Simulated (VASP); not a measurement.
# Ti12B (a cell with a defect) in VASP: further runs, part 2 of 2

VASP 6.6.1. The steps go on from the part before.

## 3. Single point, PBE

INCAR

```
SYSTEM = Ti12B
ALGO = Normal ; EDIFF = 1E-6
ENCUT = 520 ; GGA = PE
ISIF = 2 ; ISMEAR = -1
LASPH = .TRUE. ; LCHARG = .FALSE.
LREAL = .FALSE. ; LWAVE = .FALSE.
NBANDS = 86 ; NELM = 100
PREC = Accurate ; SIGMA = 0.15
```

KPOINTS

```
k-points
0
G
  3 2 3
  0 0 0
```

POSCAR

```
Ti12B
1.0
    5.9000000000      0.0000000000      0.0000000000
   -4.4250000000      7.6643250000      0.0000000000
    0.0000000000      0.0000000000      4.6846000000
Ti B
12 1
Direct
    0.0536339594      0.0182012115      0.0215813517
    0.1011736829      0.2060846846      0.4741706869
   -0.0687490547      0.3735097350      0.0699739572
    0.1456284450      0.5815384916      0.5785339197
    0.0158153660      0.7339459117      0.0447423473
    0.1650948384      0.8980699540      0.5882679418
    0.5630007462      0.0318880006      0.1129872348
    0.6547791629      0.2199541382      0.5818853264
    0.3957586535      0.3674296171     -0.0292020663
    0.6790056259      0.5622673882      0.4393758272
    0.5123489484      0.6887364510     -0.0115911711
    0.7056093269      0.8560440743      0.6199462067
    0.4070823753      0.2036578564      0.2625410921
```

Potentials or basis: VASP PAW PBE potentials, release 64 (Ti_sv, B).

The run is started by

```
$ cat potpaw_PBE.64/Ti_sv/POTCAR potpaw_PBE.64/B/POTCAR > POTCAR
$ mpirun -np 1 vasp_std > vasp.out
```

OUTCAR:

```text
SYSTEM = Ti12B
   EDIFF = 1E-6
   ENCUT = 520
   GGA = PE
   ISIF = 2
   ISMEAR = -1
   LASPH = .TRUE.
   LREAL = .FALSE.
   NELM = 100
   PREC = Accurate

 ion  position               nearest neighbor table
   1  0.054  0.018  0.022-  13 2.21   5 2.41   6 2.53  12 2.62   2 2.62   9 2.73
   2  0.101  0.206  0.474-  13 2.07   1 2.62   8 2.74   9 2.83   9 2.85   3 2.88  12 2.88
   3  0.931  0.374  0.070-   7 2.71   8 2.74   9 2.81   4 2.82   8 2.84   2 2.88   4 2.89
   4  0.146  0.582  0.579-  11 2.69   6 2.75  10 2.75   3 2.82   5 2.87   3 2.89
   5  0.016  0.734  0.045-   1 2.41   6 2.49  10 2.58  11 2.80   6 2.84   4 2.87
   6  0.165  0.898  0.588-   5 2.49   1 2.53  12 2.55   4 2.75   5 2.84   8 2.87
   7  0.563  0.032  0.113-  13 2.25   8 2.64   3 2.71   8 2.89
   8  0.655  0.220  0.582-  13 2.05   7 2.64   3 2.74   2 2.74   3 2.84   6 2.87   7 2.89
   9  0.396  0.367  0.971-  13 2.02  11 2.57   1 2.73  10 2.78   3 2.81   2 2.83   2 2.85
  10  0.679  0.562  0.439-   5 2.58  12 2.66   4 2.75   9 2.78  11 2.79
  11  0.512  0.689  0.988-  12 2.19   9 2.57   4 2.69  10 2.79   5 2.80
  12  0.706  0.856  0.620-  11 2.19   6 2.55   1 2.62  10 2.66   2 2.88
  13  0.407  0.204  0.263-   9 2.02   8 2.05   2 2.07   1 2.21   7 2.25

  LATTYP: Found a simple monoclinic cell.
 ALAT       =     5.9000000000
 B/A-ratio  =     0.7940000000
 C/A-ratio  =     1.3228756849
 COS(beta)  =    -0.1889822323

  Lattice vectors:

 A1 = (   5.9000000000,   0.0000000000,   0.0000000000)
 A2 = (   0.0000000000,   0.0000000000,   4.6846000000)
 A3 = (  -1.4750000000,  -7.6643250000,   0.0000000000)

Analysis of symmetry for initial positions (statically):
=====================================================================
 Subroutine PRICEL returns:
 Original cell was already a primitive cell.

 Routine SETGRP: Setting up the symmetry group for a
 simple monoclinic supercell.

 Subroutine GETGRP returns: Found  1 space group operations
 (whereof  1 operations were pure point group operations)
 out of a pool of  4 trial point group operations.

The static configuration has the point symmetry C_1 .

Analysis of symmetry for dynamics (positions and initial velocities):
=====================================================================
 Subroutine PRICEL returns:
 Original cell was already a primitive cell.

 Routine SETGRP: Setting up the symmetry group for a
 simple monoclinic supercell.

 Subroutine GETGRP returns: Found  1 space group operations
 (whereof  1 operations were pure point group operations)
 out of a pool of  4 trial point group operations.

The dynamic configuration has the point symmetry C_1 .

 Subroutine INISYM returns: Found  1 space group operations
 (whereof  1 operations are pure point group operations),
 and found     1 'primitive' translations

----------------------------------------------------------------------------------------

                                     Primitive cell

  volume of cell :     211.8354

  direct lattice vectors                    reciprocal lattice vectors
     5.900000000  0.000000000  0.000000000     0.169491525  0.097855976  0.000000000
    -4.425000000  7.664325000  0.000000000     0.000000000  0.130474634  0.000000000
     0.000000000  0.000000000  4.684600000     0.000000000  0.000000000  0.213465397
[... 95 lines left out ...]
   dimension x,y,z NGX =    48 NGY =   70 NGZ =   36
   dimension x,y,z NGXF=    96 NGYF=  140 NGZF=   72
   ions per type =              12   1
   NGX,Y,Z   is equivalent  to a cutoff of  13.53, 13.15, 12.78 a.u.
   NGXF,Y,Z  is equivalent  to a cutoff of  27.05, 26.30, 25.55 a.u.
 SYSTEM =  Ti12B
   PREC   = accura    normal or accurate (medium, high low for compatibility)
   ISTART =      0    job   : 0-new  1-cont  2-samecut
   ICHARG =      2    charge: 1-file 2-atom 10-const
   ISPIN  =      1    spin polarized calculation?
   LNONCOLLINEAR =      F non collinear calculations
   LSORBIT =      F    spin-orbit coupling
   LASPH  =      T    aspherical Exc in radial PAW
   ENCUT  =  520.0 eV  38.22 Ry    6.18 a.u.  10.97 16.46  8.71*2*pi/ulx,y,z
   NELM   =    100;   NELMIN=  2; NELMDL= -5     # of ELM steps
   EDIFF  = 0.1E-05   stopping-criterion for ELM
   LREAL  =      F    real-space projection
   EDIFFG = 0.1E-04   stopping-criterion for IOM
   NSW    =      0    number of steps for IOM
   IBRION =     -1    ionic relax: 0-MD 1-quasi-New 2-CG
   NFREE  =      0    steps in history (QN), initial steepest desc. (CG)
   ISIF   =      2    stress and relaxation
   ISYM   =      2    0-nonsym 1-usesym 2-fastsym
   POTIM  = 0.5000    time-step for ionic-motion
   TEBEG  =    0.0;   TEEND  =   0.0 temperature during run
   PSTRESS=    0.0 pullay stress
   NELECT =     147.0000    total number of electrons
   NUPDOWN=      -1.0000    fix difference up-down
   EMIN   =  10.00;   EMAX   =-10.00  energy-range for DOS
   EFERMI =   0.00;   METHOD = LEGACY
   ISMEAR =    -1;   SIGMA  =   0.15  broadening in eV -4-tet -1-fermi 0-gaus
   EFERMI_NEDOS =   21; number of points for ismear=-14 and -15
   IALGO  =     38    algorithm
   IMIX   =      4    mixing-type and parameters
     AMIX     =   0.40;   BMIX     =  1.00
     AMIX_MAG =   1.60;   BMIX_MAG =  1.00
  volume/ion in A,a.u.               =      16.30       109.96
  Fermi-wavevector in a.u.,A,eV,Ry     =   1.449376  2.738924 28.581642  2.100691
  Thomas-Fermi vector in A             =   2.567110
   LORBIT       =      0    0 simple, 1 ext, 2 COOP (PROOUT), +10 PAW based schemes
   GGA     = PE    functional components
   LHFCALC =     F    Hartree Fock is set to
   AEXX    =    0.0000 exact exchange contribution
   IVDW    =     0    specifies the selected vdW correction
   LEPSILON=     F    determine dielectric tensor
   LRPA    =     F    only Hartree local field effects (RPA)
 non-spin polarized calculation
  energy-cutoff  :      520.00
  volume of cell :      211.84
 maximum number of plane-waves:      5703
 NGX is ok and might be reduce to    48
   NGX = 21   NGY = 33   NGZ = 17

 number of electron     147.0000000 magnetization

 Free energy of the ion-electron system (eV)
  ---------------------------------------------------
  ext. energy  EPLUGINS =         0.00000000
  ---------------------------------------------------
  free energy    TOTEN  =       -97.84285719 eV

  energy without entropy =      -96.45042616  energy(sigma->0) =      -97.14664167

 E-fermi :   8.2038     XC(G=0): -11.5229

 val. band max:        8.1943109684   @ k =  -0.3333   0.5000   0.3333
 cond. band min:       8.2044537285   @ k =   0.0000   0.5000   0.3333
 fundamental gap:      0.0101427601
 Fermi energy:         8.2038047694

 k-point     1 :       0.0000    0.0000    0.0000
  band No.  band energies     occupation
      1     -48.4732      2.00000
      2     -48.4399      2.00000
      3     -48.3688      2.00000
      4     -48.3462      2.00000
      5     -48.2751      2.00000
      6     -48.2259      2.00000
[... 869 lines left out ...]
     84       9.1891      0.00280
     85       9.3700      0.00084
 [bands above 85 left out]

------------------------ aborting loop because EDIFF is reached ----------------------------------------

  FORCE on cell =-STRESS in cart. coord.  units (eV):
  Direction    XX          YY          ZZ          XY          YZ          ZX
  --------------------------------------------------------------------------------------
  -------------------------------------------------------------------------------------
  Total        5.4469974      9.9565872     13.2015403     -1.0330788      1.3476269      1.7964310
  in kB       41.1973533     75.3047980     99.8473977     -7.8134992     10.1925257     13.5869721
  external PRESSURE =      72.1165163 kB  Pullay stress =       0.0000000 kB

 VOLUME and BASIS-vectors are now :
 -----------------------------------------------------------------------------
  energy-cutoff  :      520.00
  volume of cell :      211.84
      direct lattice vectors                 reciprocal lattice vectors
     5.900000000  0.000000000  0.000000000     0.169491525  0.097855976  0.000000000
    -4.425000000  7.664325000  0.000000000     0.000000000  0.130474634  0.000000000
     0.000000000  0.000000000  4.684600000     0.000000000  0.000000000  0.213465397

 POSITION                                       TOTAL-FORCE (eV/Angst)
 -----------------------------------------------------------------------------------
      0.23590      0.13950      0.10110        -1.539594      1.029891      1.051814
     -0.31500      1.57950      2.22130        -1.488776      0.591828      1.275759
      3.84160      2.86270      0.32780        -0.593066      0.097447      0.339615
     -1.71410      4.45710      2.71020         0.983563     -0.710479     -1.093845
     -3.15440      5.62520      0.20960         1.055435     -1.868179      0.084961
     -2.99990      6.88310      2.75580         1.600062      1.021887     -2.026501
      3.18060      0.24440      0.52930         0.211108     -0.891265     -0.396535
      2.88990      1.68580      2.72590         0.461532      0.792063      1.738431
      0.70910      2.81610      4.54780         0.431364      0.949661     -1.644651
      1.51810      4.30940      2.05830        -0.331883     -1.473228      0.910085
     -0.02480      5.27870      4.63030        -0.828970     -0.456867      2.106069
      0.37510      6.56100      2.90420        -1.707818      1.609191     -2.424507
      1.50060      1.56090      1.22990         1.747043     -0.691950      0.079305
 -----------------------------------------------------------------------------------
    total drift:                                0.000555      0.000175     -0.000216

  FREE ENERGIE OF THE ION-ELECTRON SYSTEM (eV)
  ---------------------------------------------------
  free  energy   TOTEN  =       -97.8428571870 eV

  energy  without entropy=      -96.4504261617  energy(sigma->0) =      -97.14664167
```

It took 9.9 min on 1 thread of Intel Xeon Platinum 8259CL at 2.50GHz (Skylake/Cascade Lake), shared host; peak memory 0.4 GiB.

What came out:

```
Free energy            : -97.8429 eV
Pressure               : 7.2 GPa
Largest force          : 3.374 eV/Å
Band gap on the k mesh : zero (an odd number of electrons rules out a gap without spin polarisation)
```

Forces on the atoms (eV/Å):
```
Ti  -1.540  1.030  1.052
Ti  -1.489  0.592  1.276
Ti  -0.593  0.097  0.340
Ti   0.984 -0.710 -1.094
Ti   1.055 -1.868  0.085
Ti   1.600  1.022 -2.027
Ti   0.211 -0.891 -0.397
Ti   0.462  0.792  1.738
Ti   0.431  0.950 -1.645
Ti  -0.332 -1.473  0.910
Ti  -0.829 -0.457  2.106
Ti  -1.708  1.609 -2.425
B    1.747 -0.692  0.079
```

Caveat: the k points lie up to 0.45 Å⁻¹ apart, too coarse for converged energies and pressures of a metal; the atoms stand as in a frame of molecular dynamics.

## 4. Single point, PBE

INCAR

```
ALGO     = Normal         # electronic algorithm
EDIFF    = 1E-7           # SCF threshold, eV
ENCUT    = 520            # plane-wave cutoff, eV
GGA      = PE             # functional
ISIF     = 2              # what is computed and relaxed
ISMEAR   = -1             # smearing method
LASPH    = T              # aspherical terms in the spheres
LCHARG   = F              # write CHGCAR
LREAL    = F              # projectors in reciprocal space
LWAVE    = F              # write WAVECAR
NBANDS   = 86             # bands
NELM     = 60             # most SCF steps
PREC     = Accurate       # precision mode
SIGMA    = 0.15           # smearing width, eV
```

KPOINTS

```
k-points
0
Gamma
  3 2 3
```

POSCAR

```
Ti12B
1.0
    5.9000000000      0.0000000000      0.0000000000
   -4.4250000000      7.6643250000      0.0000000000
    0.0000000000      0.0000000000      4.6846000000
Ti B
12 1
Direct
   -0.0247313482     -0.0022180688     -0.0180805191
    0.0666908035      0.2169662690      0.4454595910
   -0.1080684799      0.3688126482      0.0474747044
    0.2033019268      0.5523121736      0.5533023097
    0.0589371902      0.6997354627      0.1009050933
    0.1024521387      0.9017101963      0.4971609102
    0.4861589327      0.0244378990      0.0376979892
    0.6731671883      0.2272737651      0.5749477010
    0.4635330266      0.4013660694     -0.1142039875
    0.7205758831      0.6042932678      0.4525679887
    0.4877126393      0.6510292818     -0.0529180720
    0.5884075472      0.8789162777      0.4942150877
    0.3724455787      0.1756449524      0.2339794219
```

Potentials or basis: VASP PAW PBE potentials, release 64 (Ti_sv, B).

The run is started by

```
$ cat potpaw_PBE.64/Ti_sv/POTCAR potpaw_PBE.64/B/POTCAR > POTCAR
$ mpirun -np 1 vasp_std > vasp.out
```

OUTCAR:

```text
EDIFF = 1E-7
   ENCUT = 520
   GGA = PE
   ISIF = 2
   ISMEAR = -1
   LASPH = T
   LREAL = F
   NELM = 60
   PREC = Accurate

 ion  position               nearest neighbor table
   1  0.975  0.998  0.982-  13 2.38   6 2.66   2 2.78   6 2.78   7 2.92
   2  0.067  0.217  0.445-  13 2.24   8 2.45   4 2.71   1 2.78   3 2.78   6 2.91  12 2.92
   3  0.892  0.369  0.047-   8 2.55   5 2.59   8 2.78   7 2.78   2 2.78   9 2.79   4 2.90
   4  0.203  0.552  0.553-  11 2.35  12 2.65   2 2.71   5 2.83  10 2.89   3 2.90
[... 1121 lines left out ...]
 -----------------------------------------------------------------------------
  energy-cutoff  :      520.00
  volume of cell :      211.84
      direct lattice vectors                 reciprocal lattice vectors
     5.900000000  0.000000000  0.000000000     0.169491525  0.097855976  0.000000000
    -4.425000000  7.664325000  0.000000000     0.000000000  0.130474634  0.000000000
     0.000000000  0.000000000  4.684600000     0.000000000  0.000000000  0.213465397

 POSITION                                       TOTAL-FORCE (eV/Angst)
 -----------------------------------------------------------------------------------
      1.33890      7.64732      4.59990        -0.470680      0.403059      0.146341
     -0.56660      1.66290      2.08680         1.473925     -0.233824     -0.074727
      3.63040      2.82670      0.22240         0.858170     -0.216815      0.522887
     -1.24450      4.23310      2.59200        -1.806695     -0.502006     -1.192323
     -2.74860      5.36300      0.47270         0.367525      0.114305     -2.530533
     -3.38560      6.91100      2.32900         1.016831      2.237898      0.664983
      2.76020      0.18730      0.17660         1.724585     -1.434266     -1.079363
      2.96600      1.74190      2.69340        -1.849146     -0.097460     -0.778921
      0.95880      3.07620      4.14960         0.556007     -2.725760      1.439614
      1.57740      4.63150      2.12010        -0.779208     -1.897985      0.520180
     -0.00330      4.98970      4.43670         0.177791      2.605293      1.891345
     -0.41760      6.73630      2.31520         0.295497      0.401636     -0.113948
      1.42020      1.34620      1.09610        -1.564599      1.345924      0.584464
 -----------------------------------------------------------------------------------
    total drift:                               -0.000013      0.000279     -0.000149

  FREE ENERGIE OF THE ION-ELECTRON SYSTEM (eV)
  ---------------------------------------------------
  free  energy   TOTEN  =       -97.5256986527 eV

  energy  without entropy=      -96.1528854281  energy(sigma->0) =      -96.83929204
```

OSZICAR:

```text
N       E                     dE             d eps       ncg     rms          rms(c)
DAV:   1     0.221060901245E+04    0.22106E+04   -0.71835E+04  1720   0.214E+03
DAV:   2     0.219569632976E+03   -0.19910E+04   -0.19588E+04  1720   0.685E+02
DAV:   3    -0.590442817174E+02   -0.27861E+03   -0.26854E+03  2608   0.219E+02
[... 19 lines left out ...]
DAV:  23    -0.975256977069E+02   -0.59801E-07   -0.56518E-06  2296   0.182E-02    0.266E-03
DAV:  24    -0.975256982902E+02   -0.58335E-06   -0.15668E-06  1976   0.711E-03    0.204E-03
DAV:  25    -0.975256984035E+02   -0.11325E-06   -0.92792E-07  1584   0.574E-03    0.860E-04
DAV:  26    -0.975256985716E+02   -0.16814E-06   -0.44581E-07  1040   0.244E-03    0.535E-04
DAV:  27    -0.975256986527E+02   -0.81065E-07   -0.30993E-07  1040   0.198E-03
   1 F= -.97525699E+02 E0= -.96839292E+02  d E =-.137281E+01
```

stdout:

```text
POSCAR found type information on POSCAR TiB
 POSCAR found :  2 types and      13 ions
 scaLAPACK will be used
 LDA part: xc-table for (Slater+PW92), standard interpolation
 -----------------------------------------------------------------------------
|                                                                             |
|           W    W    AA    RRRRR   N    N  II  N    N   GGGG   !!!           |
|           W    W   A  A   R    R  NN   N  II  NN   N  G    G  !!!           |
|           W    W  A    A  R    R  N N  N  II  N N  N  G       !!!           |
|           W WW W  AAAAAA  RRRRR   N  N N  II  N  N N  G  GGG   !            |
|           WW  WW  A    A  R   R   N   NN  II  N   NN  G    G                |
|           W    W  A    A  R    R  N    N  II  N    N   GGGG   !!!           |
|                                                                             |
|     Your reciprocal lattice and k-lattice belong to different lattice       |
|     classes:                                                                |
|                                                                             |
|        The reciprocal lattice is simple monoclinic,                         |
|        whereas your k-lattice is hexagonal.                                 |
|                                                                             |
|     Results are often still useful ...                                      |
|                                                                             |
 -----------------------------------------------------------------------------

 POSCAR, INCAR and KPOINTS ok, starting setup
 FFT: planning ... GRIDC
 FFT: planning ... GRID_SOFT
 FFT: planning ... GRID
 WAVECAR not read
 entering main loop
```

Wall time 12 min (1 thread of Intel Xeon Platinum 8259CL at 2.50GHz (Skylake/Cascade Lake), shared host); peak memory 0.39 GiB.

What came out:

```yaml
Free_energy: -97.5257 eV
Pressure: 5.6 GPa
Largest_force: 3.224 eV/Å
Band_gap_on_the_k_mesh: zero (an odd number of electrons rules out a gap without spin polarisation)
```

Forces in eV/Å, atoms in the order of the input:
```
Ti  -0.471  0.403  0.146
Ti   1.474 -0.234 -0.075
Ti   0.858 -0.217  0.523
Ti  -1.807 -0.502 -1.192
Ti   0.368  0.114 -2.531
Ti   1.017  2.238  0.665
Ti   1.725 -1.434 -1.079
Ti  -1.849 -0.097 -0.779
Ti   0.556 -2.726  1.440
Ti  -0.779 -1.898  0.520
Ti   0.178  2.605  1.891
Ti   0.295  0.402 -0.114
B   -1.565  1.346  0.584
```

Stress tensor (GPa, compression positive):
```
 3.13 -3.47 -0.57
-3.47  7.41  1.70
-0.57  1.70  6.36
```

Caveat: the k points lie up to 0.45 Å⁻¹ apart, too coarse for converged energies and pressures of a metal; the atoms stand as in a frame of molecular dynamics.

## 5. Overview

```csv
cell,gap on the mesh (eV),pressure (GPa),largest force (eV/Å)
"as given, atomic positions A",none,4.7,2.30
"as given, atomic positions B",none,7.2,3.37
"as given, atomic positions C",none,5.6,3.22
```

Alike in all rows: task single point; level PBE; potentials or basis VASP PAW PBE potentials, release 64 (Ti_sv, B); no spin polarisation; k mesh 3 × 2 × 3; cutoff (eV) 520; smearing fermi-dirac 0.15 eV.

Caveats: all runs use coarse meshes; the atoms stand as in a frame of molecular dynamics (at least some runs).

Absolute energies hang on the potentials; compare differences alone.
